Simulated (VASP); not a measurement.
# Sn (Fd-3m) in VASP: single point with PBEsol

Aim: the single point of Sn with PBEsol.

Program: VASP 6.6.1. These are calculated values, not measurements. Logs are shortened: lines on timing, memory, paths and dates and some standing lists are left out, and cuts for length are marked.

**1. The cell of the first run**

The structure is cubic, space group Fd-3m (No. 227). The conventional cell has a = 6.796 Å, b = 6.796 Å, c = 6.796 Å, α = 90.00°, β = 90.00°, γ = 90.00°. Within 3.9 Å of Sn (site symmetry -43m) lie 4 Sn at 2.94 Å.

This isn't the form of Sn at room conditions, which is tetragonal (white tin).

**2. Single point, PBEsol (39.23 Å³/atom)**

INCAR

```
ALGO     = Normal         # electronic algorithm
EDIFF    = 1E-6           # SCF threshold, eV
ENCUT    = 520            # plane-wave cutoff, eV
GGA      = PS             # functional
ISIF     = 2              # what is computed and relaxed
ISMEAR   = -1             # smearing method
LASPH    = True           # aspherical terms in the spheres
LCHARG   = True           # write CHGCAR
LELF     = True           # ELF
LREAL    = False          # projectors in reciprocal space
LVHAR    = True         
LWAVE    = False          # write WAVECAR
NBANDS   = 21             # bands
NELM     = 80             # most SCF steps
PREC     = Accurate       # precision mode
SIGMA    = 0.1            # smearing width, eV
```

KPOINTS

```
k-points
0
Gamma
  14 14 14
```

POSCAR

```
Sn
1.0
    0.0000000000      3.3979341521      3.3979341521
    3.3979341521      0.0000000000      3.3979341521
    3.3979341521      3.3979341521      0.0000000000
Sn
2
Direct
    0.5000000000      0.5000000000      0.5000000000
    0.7500000000      0.7500000000      0.7500000000
```

Potentials or basis: VASP PAW PBE potentials, release 64 (Sn_d).

The run is started by

```console
$ cat potpaw_PBE.64/Sn_d/POTCAR > POTCAR
$ mpirun -np 1 vasp_std > vasp.out
```

OUTCAR:

```text
EDIFF = 1E-6
   ENCUT = 520
   GGA = PS
   ISIF = 2
   ISMEAR = -1
   LASPH = True
   LREAL = False
   NELM = 80
   PREC = Accurate

 ion  position               nearest neighbor table
   1  0.500  0.500  0.500-   2 2.94   2 2.94   2 2.94   2 2.94
   2  0.750  0.750  0.750-   1 2.94   1 2.94   1 2.94   1 2.94

  LATTYP: Found a face centered cubic cell.
 ALAT       =     6.7958683042

  Lattice vectors:

 A1 = (   0.0000000000,   3.3979341521,   3.3979341521)
 A2 = (   3.3979341521,   0.0000000000,   3.3979341521)
 A3 = (   3.3979341521,   3.3979341521,   0.0000000000)

Analysis of symmetry for initial positions (statically):
=====================================================================
 Subroutine PRICEL returns:
 Original cell was already a primitive cell.

 Routine SETGRP: Setting up the symmetry group for a
 face centered cubic supercell.

 Subroutine GETGRP returns: Found 48 space group operations
 (whereof 24 operations were pure point group operations)
 out of a pool of 48 trial point group operations.

The static configuration has the point symmetry T_d .
 The point group associated with its full space group is O_h .

Analysis of symmetry for dynamics (positions and initial velocities):
=====================================================================
 Subroutine PRICEL returns:
 Original cell was already a primitive cell.

 Routine SETGRP: Setting up the symmetry group for a
 face centered cubic supercell.

 Subroutine GETGRP returns: Found 48 space group operations
 (whereof 24 operations were pure point group operations)
 out of a pool of 48 trial point group operations.

The dynamic configuration has the point symmetry T_d .
 The point group associated with its full space group is O_h .

 Subroutine INISYM returns: Found 48 space group operations
 (whereof 24 operations are pure point group operations),
 and found     1 'primitive' translations

----------------------------------------------------------------------------------------

                                     Primitive cell

  volume of cell :      78.4648

  direct lattice vectors                    reciprocal lattice vectors
     0.000000000  3.397934152  3.397934152    -0.147148231  0.147148231  0.147148231
     3.397934152  0.000000000  3.397934152     0.147148231 -0.147148231  0.147148231
     3.397934152  3.397934152  0.000000000     0.147148231  0.147148231 -0.147148231

  length of vectors
     4.805404562  4.805404562  4.805404562     0.254868213  0.254868213  0.254868213

  position of ions in fractional coordinates (direct lattice)
     0.500000000  0.500000000  0.500000000
     0.750000000  0.750000000  0.750000000

  ion indices of the primitive-cell ions
   primitive index   ion index
                 1           1
                 2           2

----------------------------------------------------------------------------------------

 KPOINTS: k-points

Automatic generation of k-mesh.
 Grid dimensions read from file:
 generate k-points for:   14   14   14

 Generating k-lattice:

  Cartesian coordinates                     Fractional coordinates (reciprocal lattice)
    -0.010510588  0.010510588  0.010510588     0.071428571  0.000000000  0.000000000
     0.010510588 -0.010510588  0.010510588     0.000000000  0.071428571  0.000000000
     0.010510588  0.010510588 -0.010510588     0.000000000  0.000000000  0.071428571

  Length of vectors
     0.018204872  0.018204872  0.018204872

  Shift w.r.t. Gamma in fractional coordinates (k-lattice)
     0.000000000  0.000000000  0.000000000

 Subroutine IBZKPT returns following result:
 ===========================================

 Found    104 irreducible k-points:

 Following reciprocal coordinates:
            Coordinates               Weight
  0.000000  0.000000  0.000000      1.000000
  0.071429  0.000000  0.000000      8.000000
  0.142857  0.000000  0.000000      8.000000
  0.214286  0.000000  0.000000      8.000000
  0.285714  0.000000  0.000000      8.000000
  0.357143  0.000000  0.000000      8.000000
[... 16 lines left out ...]
  0.214286  0.142857  0.000000     24.000000
  0.285714  0.142857  0.000000     24.000000
 [... further k-points ...]
   k-points           NKPTS =    104   k-points in BZ     NKDIM =    104   number of bands    NBANDS=     21
   number of dos      NEDOS =    301   number of ions     NIONS =      2
   total plane-waves  NPLWV =  46656
   dimension x,y,z NGX =    36 NGY =   36 NGZ =   36
   dimension x,y,z NGXF=    72 NGYF=   72 NGZF=   72
   ions per type =               2
   NGX,Y,Z   is equivalent  to a cutoff of  12.45, 12.45, 12.45 a.u.
   NGXF,Y,Z  is equivalent  to a cutoff of  24.91, 24.91, 24.91 a.u.
 SYSTEM =  unknown system
   PREC   = accura    normal or accurate (medium, high low for compatibility)
   ISTART =      0    job   : 0-new  1-cont  2-samecut
   ICHARG =      2    charge: 1-file 2-atom 10-const
   ISPIN  =      1    spin polarized calculation?
   LNONCOLLINEAR =      F non collinear calculations
   LSORBIT =      F    spin-orbit coupling
   LASPH  =      T    aspherical Exc in radial PAW
   ENCUT  =  520.0 eV  38.22 Ry    6.18 a.u.   8.93  8.93  8.93*2*pi/ulx,y,z
   NELM   =     80;   NELMIN=  2; NELMDL= -5     # of ELM steps
   EDIFF  = 0.1E-05   stopping-criterion for ELM
   LREAL  =      F    real-space projection
   EDIFFG = 0.1E-04   stopping-criterion for IOM
   NSW    =      0    number of steps for IOM
   IBRION =     -1    ionic relax: 0-MD 1-quasi-New 2-CG
   NFREE  =      0    steps in history (QN), initial steepest desc. (CG)
   ISIF   =      2    stress and relaxation
   ISYM   =      2    0-nonsym 1-usesym 2-fastsym
   POTIM  = 0.5000    time-step for ionic-motion
   TEBEG  =    0.0;   TEEND  =   0.0 temperature during run
   PSTRESS=    0.0 pullay stress
   NELECT =      28.0000    total number of electrons
   NUPDOWN=      -1.0000    fix difference up-down
   EMIN   =  10.00;   EMAX   =-10.00  energy-range for DOS
   EFERMI =   0.00;   METHOD = LEGACY
   ISMEAR =    -1;   SIGMA  =   0.10  broadening in eV -4-tet -1-fermi 0-gaus
   EFERMI_NEDOS =   21; number of points for ismear=-14 and -15
   IALGO  =     38    algorithm
   IMIX   =      4    mixing-type and parameters
     AMIX     =   0.40;   BMIX     =  1.00
     AMIX_MAG =   1.60;   BMIX_MAG =  1.00
  volume/ion in A,a.u.               =      39.23       264.75
  Fermi-wavevector in a.u.,A,eV,Ry     =   1.161188  2.194327 18.345520  1.348358
  Thomas-Fermi vector in A             =   2.297763
   LORBIT       =      0    0 simple, 1 ext, 2 COOP (PROOUT), +10 PAW based schemes
   GGA     = PS    functional components
   LHFCALC =     F    Hartree Fock is set to
   AEXX    =    0.0000 exact exchange contribution
   IVDW    =     0    specifies the selected vdW correction
   LEPSILON=     F    determine dielectric tensor
   LRPA    =     F    only Hartree local field effects (RPA)
 non-spin polarized calculation
  energy-cutoff  :      520.00
  volume of cell :       78.46
 maximum number of plane-waves:      2150
   NGX = 17   NGY = 17   NGZ = 17

 number of electron      28.0000003 magnetization

 Free energy of the ion-electron system (eV)
  ---------------------------------------------------
  ext. energy  EPLUGINS =         0.00000000
  ---------------------------------------------------
  free energy    TOTEN  =        -8.36104040 eV

  energy without entropy =       -8.35257659  energy(sigma->0) =       -8.35680850

 E-fermi :   4.1150     XC(G=0):  -8.4765

 val. band max:        4.1055346276   @ k =   0.2857   0.0000   0.0000
 cond. band min:       4.1319578329   @ k =  -0.0714   0.0714   0.0000
 fundamental gap:      0.0264232053
 Fermi energy:         4.1149924631

 k-point     1 :       0.0000    0.0000    0.0000
  band No.  band energies     occupation
      1     -17.2488      2.00000
      2     -17.2488      2.00000
      3     -17.2488      2.00000
      4     -17.2054      2.00000
      5     -17.2054      2.00000
      6     -16.9934      2.00000
[... 13 lines left out ...]
     20      11.7768      0.00000
     21      11.7768      0.00000

 k-point     2 :       0.0714    0.0000    0.0000
  band No.  band energies     occupation
      1     -17.2515      2.00000
      2     -17.2515      2.00000
      3     -17.2478      2.00000
      4     -17.2016      2.00000
      5     -17.2016      2.00000
      6     -17.0029      2.00000
[... 13 lines left out ...]
     20      11.3676      0.00000
     21      11.3676      0.00000

 k-point     3 :       0.1429    0.0000    0.0000
  band No.  band energies     occupation
      1     -17.2575      2.00000
      2     -17.2575      2.00000
      3     -17.2451      2.00000
      4     -17.1931      2.00000
      5     -17.1931      2.00000
      6     -17.0133      2.00000
[... 13 lines left out ...]
     20      10.9674      0.00000
     21      10.9674      0.00000

 k-point     4 :       0.2143    0.0000    0.0000
  band No.  band energies     occupation
      1     -17.2635      2.00000
      2     -17.2635      2.00000
      3     -17.2412      2.00000
      4     -17.1834      2.00000
      5     -17.1834      2.00000
      6     -17.0226      2.00000
[... 13 lines left out ...]
     20      10.8047      0.00000
     21      10.8047      0.00000

 k-point     5 :       0.2857    0.0000    0.0000
  band No.  band energies     occupation
      1     -17.2683      2.00000
      2     -17.2683      2.00000
      3     -17.2366      2.00000
      4     -17.1749      2.00000
      5     -17.1749      2.00000
      6     -17.0302      2.00000
[... 13 lines left out ...]
     20      10.9421      0.00000
     21      10.9421      0.00000

 k-point     6 :       0.3571    0.0000    0.0000
  band No.  band energies     occupation
      1     -17.2716      2.00000
      2     -17.2716      2.00000
      3     -17.2324      2.00000
      4     -17.1687      2.00000
      5     -17.1687      2.00000
      6     -17.0353      2.00000
[... 13 lines left out ...]
     20      11.3765      0.00000
     21      11.3765      0.00000

 k-point     7 :       0.4286    0.0000    0.0000
  band No.  band energies     occupation
      1     -17.2734      2.00000
      2     -17.2734      2.00000
      3     -17.2294      2.00000
      4     -17.1651      2.00000
      5     -17.1651      2.00000
      6     -17.0382      2.00000
[... 13 lines left out ...]
     20      12.0099      0.00000
     21      12.0099      0.00000
[... 291 lines left out ...]
      1     -17.2629      2.00000
      2     -17.2589      2.00000
      3     -17.2434      2.00000
      4     -17.1907      2.00000
      5     -17.1840      2.00000
      6     -17.0248      2.00000
[... 13 lines left out ...]
     20      10.5203      0.00000
     21      10.9534      0.00000

 k-point    21 :      -0.0714    0.0714    0.0000
  band No.  band energies     occupation
      1     -17.2566      2.00000
      2     -17.2530      2.00000
      3     -17.2473      2.00000
      4     -17.1983      2.00000
      5     -17.1943      2.00000
      6     -17.0139      2.00000
[... 13 lines left out ...]
     20      10.8533      0.00000
     21      11.1837      0.00000

 k-point    22 :       0.1429    0.1429    0.0000
  band No.  band energies     occupation
      1     -17.2565      2.00000
      2     -17.2565      2.00000
      3     -17.2530      2.00000
      4     -17.1947      2.00000
      5     -17.1796      2.00000
      6     -17.0366      2.00000
[... 13 lines left out ...]
     20       9.9867      0.00000
     21      11.9936      0.00000

 k-point    23 :       0.2143    0.1429    0.0000
  band No.  band energies     occupation
      1     -17.2639      2.00000
      2     -17.2610      2.00000
      3     -17.2482      2.00000
      4     -17.1876      2.00000
      5     -17.1682      2.00000
      6     -17.0494      2.00000
[... 13 lines left out ...]
     20      10.5496      0.00000
     21      11.8735      0.00000

 k-point    24 :       0.2857    0.1429    0.0000
  band No.  band energies     occupation
      1     -17.2722      2.00000
      2     -17.2661      2.00000
      3     -17.2398      2.00000
      4     -17.1787      2.00000
      5     -17.1578      2.00000
      6     -17.0596      2.00000
[... 13 lines left out ...]
     20      11.0747      0.00000
     21      11.8412      0.00000

 [... further k-points ...]

------------------------ aborting loop because EDIFF is reached ----------------------------------------

  FORCE on cell =-STRESS in cart. coord.  units (eV):
  Direction    XX          YY          ZZ          XY          YZ          ZX
  --------------------------------------------------------------------------------------
  -------------------------------------------------------------------------------------
  Total       -1.7903091     -1.7903091     -1.7903091     -0.0000000      0.0000000     -0.0000000
  in kB      -36.5564267    -36.5564267    -36.5564267     -0.0000000      0.0000000     -0.0000000
  external PRESSURE =     -36.5564267 kB  Pullay stress =       0.0000000 kB

 VOLUME and BASIS-vectors are now :
 -----------------------------------------------------------------------------
  energy-cutoff  :      520.00
  volume of cell :       78.46
      direct lattice vectors                 reciprocal lattice vectors
     0.000000000  3.397934152  3.397934152    -0.147148231  0.147148231  0.147148231
     3.397934152  0.000000000  3.397934152     0.147148231 -0.147148231  0.147148231
     3.397934152  3.397934152  0.000000000     0.147148231  0.147148231 -0.147148231

 POSITION                                       TOTAL-FORCE (eV/Angst)
 -----------------------------------------------------------------------------------
      3.39793      3.39793      3.39793        -0.000000      0.000000      0.000000
      5.09690      5.09690      5.09690         0.000000     -0.000000     -0.000000
 -----------------------------------------------------------------------------------
    total drift:                                0.000000      0.000000      0.000000

  FREE ENERGIE OF THE ION-ELECTRON SYSTEM (eV)
  ---------------------------------------------------
  free  energy   TOTEN  =        -8.3610404041 eV

  energy  without entropy=       -8.3525765864  energy(sigma->0) =       -8.35680850
```

Run time: 3.1 min. Hardware: 1 thread of Intel Xeon 8259CL, shared host; peak memory 0.29 GiB.

Results:

- Free energy: -8.3610 eV
- Pressure: -3.7 GPa
- Band gap on the k mesh: zero (bands 14 and 15 overlap by 0.38 eV)

Caveat: the cell stands under tension; the PAW data sets were made with another functional, which shifts forces and pressure a little; spin-orbit coupling is left out, which moves the levels of the heavy elements.

The gap in the log of VASP goes by the Fermi energy; the results here count the filled bands.